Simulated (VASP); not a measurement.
# CdTe (F-43m) in VASP: further runs, part 2 of 2

VASP 6.6.1. The steps go on from the part before.

**3. Single point, PBEsol, non-collinear spin, zero start, spin-orbit coupling**

This run uses another cell than the first one, of 29.03 Å³/atom, 1.054 times its volume.

The input, INCAR:

```
SYSTEM = CdTe
PREC     = Accurate       ! precision mode
ENCUT    = 520            ! plane-wave cutoff, eV
EDIFF    = 1E-6           ! SCF threshold, eV
ISMEAR   = 0              ! smearing method
SIGMA    = 0.01           ! smearing width, eV
LREAL    = .False.        ! projectors in reciprocal space
LASPH    = .True.         ! aspherical terms in the spheres
NELM     = 150            ! most SCF steps
ALGO     = Normal         ! electronic algorithm
ISIF     = 2              ! what is computed and relaxed
LWAVE    = .False.        ! write WAVECAR
LCHARG   = .False.        ! write CHGCAR
LNONCOLLINEAR= .True.         ! non-collinear magnetism
MAGMOM   = 0 0 0 0 0 0    ! initial moments
LORBIT   = 11             ! projections on sites
LSORBIT  = .True.         ! spin-orbit coupling
GGA_COMPAT= .False.      
LORBMOM  = .True.       
GGA      = PS             ! functional
NBANDS   = 30             ! bands
```

The input, KPOINTS:

```
regular mesh
0
Gamma
  6 6 6
  0 0 0
```

The input, POSCAR:

```
CdTe
1.0
    3.0732225755      3.0732225755      0.0000000000
   -3.0732225755      3.0732225755      0.0000000000
    0.0000000000      3.0732225755      3.0732225755
Cd Te
1 1
Direct
    0.0000000000      0.0000000000      0.0000000000
    0.7500000000      0.2500000000      0.5000000000
```

Potentials or basis: VASP PAW PBE potentials, release 64 (Cd, Te).

Command:

```console
cat potpaw_PBE.64/Cd/POTCAR potpaw_PBE.64/Te/POTCAR > POTCAR
mpirun -np 1 vasp_ncl > vasp.out
```

OUTCAR:

```text
SYSTEM = CdTe
   PREC = Accurate
   ENCUT = 520
   EDIFF = 1E-6
   ISMEAR = 0
   LREAL = .False.
   LASPH = .True.
   NELM = 150
   ISIF = 2
   LNONCOLLINEAR = .True.
   LORBIT = 11
   LSORBIT = .True.
   GGA = PS

 ion  position               nearest neighbor table
   1  0.000  0.000  0.000-   2 2.66   2 2.66   2 2.66   2 2.66
   2  0.750  0.250  0.500-   1 2.66   1 2.66   1 2.66   1 2.66

  LATTYP: Found a face centered cubic cell.
 ALAT       =     6.1464451510

  Lattice vectors:

 A1 = (   0.0000000000,   3.0732225755,   3.0732225755)
 A2 = (   3.0732225755,   0.0000000000,   3.0732225755)
 A3 = (   3.0732225755,   3.0732225755,   0.0000000000)

Analysis of symmetry for initial positions (statically):
=====================================================================
 Subroutine PRICEL returns:
 Original cell was already a primitive cell.

 Routine SETGRP: Setting up the symmetry group for a
 face centered cubic supercell.

 Subroutine GETGRP returns: Found 24 space group operations
 (whereof 24 operations were pure point group operations)
 out of a pool of 48 trial point group operations.

The static configuration has the point symmetry T_d .

Analysis of symmetry for dynamics (positions and initial velocities):
=====================================================================
 Subroutine PRICEL returns:
 Original cell was already a primitive cell.

 Routine SETGRP: Setting up the symmetry group for a
 face centered cubic supercell.

 Subroutine GETGRP returns: Found 24 space group operations
 (whereof 24 operations were pure point group operations)
 out of a pool of 48 trial point group operations.

The dynamic configuration has the point symmetry T_d .

Analysis of structural, dynamic, and magnetic symmetry:
=====================================================================
 Subroutine PRICEL returns:
 Original cell was already a primitive cell.

 Routine SETGRP: Setting up the symmetry group for a
[... 932 lines left out ...]
 # of ion     p       d       tot
 ----------------------------------------
  1        -0.000  -0.000  -0.000
  2         0.000  -0.000   0.000
 ----------------------------------------
            0.000  -0.000  -0.000

 orbital moment (z)

 # of ion     p       d       tot
 ----------------------------------------
  1         0.000   0.000   0.000
  2         0.000   0.000   0.000
 ----------------------------------------
            0.000   0.000   0.000

 Spin-Orbit-Coupling matrix elements

 Ion:    1  E_soc:     -0.0662638
 l=   1
     0.0000000    -0.0039294    -0.0039294
    -0.0039294     0.0000000    -0.0039294
    -0.0039294    -0.0039294     0.0000000
 l=   2
     0.0000000    -0.0014448     0.0000000    -0.0014448    -0.0056698
    -0.0014448     0.0000000    -0.0042524    -0.0014448    -0.0014175
     0.0000000    -0.0042524     0.0000000    -0.0042524     0.0000000
    -0.0014448    -0.0014448    -0.0042524     0.0000000    -0.0014175
    -0.0056698    -0.0014175     0.0000000    -0.0014175     0.0000000
 l=   3
     0.0000000     0.0000000     0.0000000     0.0000000     0.0000000     0.0000000     0.0000000
     0.0000000     0.0000000     0.0000000     0.0000000     0.0000000     0.0000000     0.0000000
     0.0000000     0.0000000     0.0000000     0.0000000     0.0000000     0.0000000     0.0000000
     0.0000000     0.0000000     0.0000000     0.0000000     0.0000000     0.0000000     0.0000000
     0.0000000     0.0000000     0.0000000     0.0000000     0.0000000     0.0000000     0.0000000
     0.0000000     0.0000000     0.0000000     0.0000000     0.0000000     0.0000000     0.0000000
     0.0000000     0.0000000     0.0000000     0.0000000     0.0000000     0.0000000     0.0000000

 Ion:    2  E_soc:     -0.1870341
 l=   1
     0.0000000    -0.0310618    -0.0310618
    -0.0310618     0.0000000    -0.0310618
    -0.0310618    -0.0310618     0.0000000
 l=   2
     0.0000000    -0.0000396     0.0000000    -0.0000396    -0.0000709
    -0.0000396     0.0000000    -0.0000532    -0.0000396    -0.0000177
     0.0000000    -0.0000532     0.0000000    -0.0000532     0.0000000
    -0.0000396    -0.0000396    -0.0000532     0.0000000    -0.0000177
    -0.0000709    -0.0000177     0.0000000    -0.0000177     0.0000000
 l=   3
     0.0000000     0.0000000     0.0000000     0.0000000     0.0000000     0.0000000     0.0000000
     0.0000000     0.0000000     0.0000000     0.0000000     0.0000000     0.0000000     0.0000000
     0.0000000     0.0000000     0.0000000     0.0000000     0.0000000     0.0000000     0.0000000
     0.0000000     0.0000000     0.0000000     0.0000000     0.0000000     0.0000000     0.0000000
     0.0000000     0.0000000     0.0000000     0.0000000     0.0000000     0.0000000     0.0000000
     0.0000000     0.0000000     0.0000000     0.0000000     0.0000000     0.0000000     0.0000000
     0.0000000     0.0000000     0.0000000     0.0000000     0.0000000     0.0000000     0.0000000

 total charge

# of ion       s       p       d       tot
------------------------------------------
    1        0.506   0.427   9.526  10.459
    2        1.346   2.135   0.035   3.516
--------------------------------------------------
tot          1.851   2.562   9.561  13.974

 magnetization (x)

# of ion       s       p       d       tot
------------------------------------------
    1        0.000   0.000  -0.000   0.000
    2       -0.000  -0.000  -0.000  -0.000
--------------------------------------------------
tot          0.000  -0.000  -0.000   0.000

 magnetization (y)

# of ion       s       p       d       tot
------------------------------------------
    1       -0.000  -0.000   0.000  -0.000
    2        0.000   0.000  -0.000   0.000
--------------------------------------------------
tot         -0.000  -0.000   0.000  -0.000

 magnetization (z)

# of ion       s       p       d       tot
------------------------------------------
    1        0.000  -0.000  -0.000   0.000
    2        0.000  -0.000   0.000   0.000
--------------------------------------------------
tot          0.000  -0.000  -0.000   0.000
```

OSZICAR:

```text
N       E                     dE             d eps       ncg     rms          rms(c)
DAV:   1     0.116516795240E+03    0.11652E+03   -0.82981E+03  1336   0.107E+03
DAV:   2    -0.353709400292E+00   -0.11687E+03   -0.11223E+03  1430   0.273E+02
DAV:   3    -0.553275355806E+01   -0.51790E+01   -0.51494E+01  1560   0.588E+01
DAV:   4    -0.559238591799E+01   -0.59632E-01   -0.59609E-01  1614   0.557E+00
DAV:   5    -0.559319909401E+01   -0.81318E-03   -0.81315E-03  1538   0.607E-01    0.834E+00
DAV:   6    -0.534088985891E+01    0.25231E+00   -0.44867E-01  1470   0.104E+01    0.623E+00
DAV:   7    -0.532133573669E+01    0.19554E-01   -0.15777E-01  1500   0.275E+00    0.294E+00
DAV:   8    -0.532031383246E+01    0.10219E-02   -0.12020E-02  1458   0.121E+00    0.118E+00
DAV:   9    -0.532002189193E+01    0.29194E-03   -0.54098E-04  1554   0.238E-01    0.410E-01
DAV:  10    -0.532004221692E+01   -0.20325E-04   -0.48180E-04  1470   0.230E-01    0.747E-02
DAV:  11    -0.532004761875E+01   -0.54018E-05   -0.38135E-05  1588   0.842E-02    0.307E-02
DAV:  12    -0.532005511064E+01   -0.74919E-05   -0.15445E-05  1560   0.352E-02    0.137E-02
DAV:  13    -0.532005540722E+01   -0.29658E-06   -0.11831E-06  1306   0.152E-02
   1 F= -.53200554E+01 E0= -.53200554E+01  d E =-.162795E-24  mag=    -0.0000    -0.0000     0.0000
```

stdout:

```text
POSCAR found type information on POSCAR CdTe
 POSCAR found :  2 types and       2 ions
 scaLAPACK will be used
 -----------------------------------------------------------------------------
|                                                                             |
|                                                                             |
|     You enforced a specific xc type in the INCAR file but a different       |
|     I HOPE YOU KNOW WHAT YOU ARE DOING!                                     |
|                                                                             |
 -----------------------------------------------------------------------------

 LDA part: xc-table for (Slater+PW92), standard interpolation
 POSCAR, INCAR and KPOINTS ok, starting setup
 FFT: planning ... GRIDC
 FFT: planning ... GRID_SOFT
 FFT: planning ... GRID
 WAVECAR not read
 entering main loop
```

Wall time 36 s (1 thread of Intel Xeon 6975P-C (Granite Rapids), shared host); peak memory 0.33 GiB.

Results:

```
Free energy                                           : -5.3201 eV
Pressure                                              : 10.3 GPa
Net moment                                            : 0.00 μB per cell
Valence electrons inside the program's atomic spheres : Cd 10.46; Te 3.52
```

Moments on the atoms (μB; x, y, z):
```
Cd  0.00 0.00 0.00
Te  0.00 0.00 0.00
```

Caveat: the PAW data sets were made with another functional, which shifts forces and pressure a little.

**4. Single point, PBEsol, non-collinear spin, zero start, spin-orbit coupling**

This run uses another cell than the first one, of 30.16 Å³/atom, 1.095 times its volume.

The input, INCAR:

```
SYSTEM = CdTe
PREC = Accurate
ENCUT = 520
EDIFF = 1E-6
ISMEAR = 0
SIGMA = 0.01
LREAL = .False.
LASPH = .True.
NELM = 150
ALGO = Normal
ISIF = 2
LWAVE = .False.
LCHARG = .False.
MAGMOM = 0 0 0 0 0 0
LORBIT = 11
LSORBIT = .True.
GGA_COMPAT = .False.
LORBMOM = .True.
GGA = PS
NBANDS = 30
```

The input, KPOINTS:

```
Automatic mesh
0
Gamma
  6 6 6
  0 0 0
```

The input, POSCAR:

```
CdTe
1.0
    3.1125936684      3.1125936684      0.0000000000
   -3.1125936684      3.1125936684      0.0000000000
    0.0000000000      3.1125936684      3.1125936684
Cd Te
1 1
Direct
    0.0000000000      0.0000000000      0.0000000000
    0.7500000000      0.2500000000      0.5000000000
```

Command:

```console
cat potpaw_PBE.64/Cd/POTCAR potpaw_PBE.64/Te/POTCAR > POTCAR
mpirun -np 1 vasp_ncl > vasp.out
```

Wall time 49 s (1 thread of Intel Xeon 6975P-C (Granite Rapids), shared host); peak memory 0.4 GiB.

It converged, with:

```
Free energy                                           : -5.4433 eV
Pressure                                              : 7.3 GPa
Net moment                                            : 0.00 μB per cell
Valence electrons inside the program's atomic spheres : Cd 10.42; Te 3.49
```

Moments on the atoms (μB; x, y, z):
```
Cd  0.00 0.00 0.00
Te  0.00 0.00 0.00
```

Caveat: the PAW data sets were made with another functional, which shifts forces and pressure a little.

**5. Overview**

```tsv
cell	pressure (GPa)	moment (μB)
a = 4.271 Å, angles 60.0, 60.0, 90.0°, 2 atoms	15.4	0.00
a = 4.346 Å, angles 60.0, 60.0, 90.0°, 2 atoms	10.3	0.00
a = 4.402 Å, angles 60.0, 60.0, 90.0°, 2 atoms	7.3	0.00
```

Alike in all rows: task single point; level PBEsol; potentials or basis VASP PAW PBE potentials, release 64 (Cd, Te); spin non-collinear, zero start, SOC; k mesh 6 × 6 × 6; cutoff (eV) 520; smearing gaussian 0.01 eV.

Caveats: the PAW data sets were made with another functional, which shifts forces and pressure a little.

Total energies depend on the potentials used, so only differences within one code and one set of settings carry meaning.
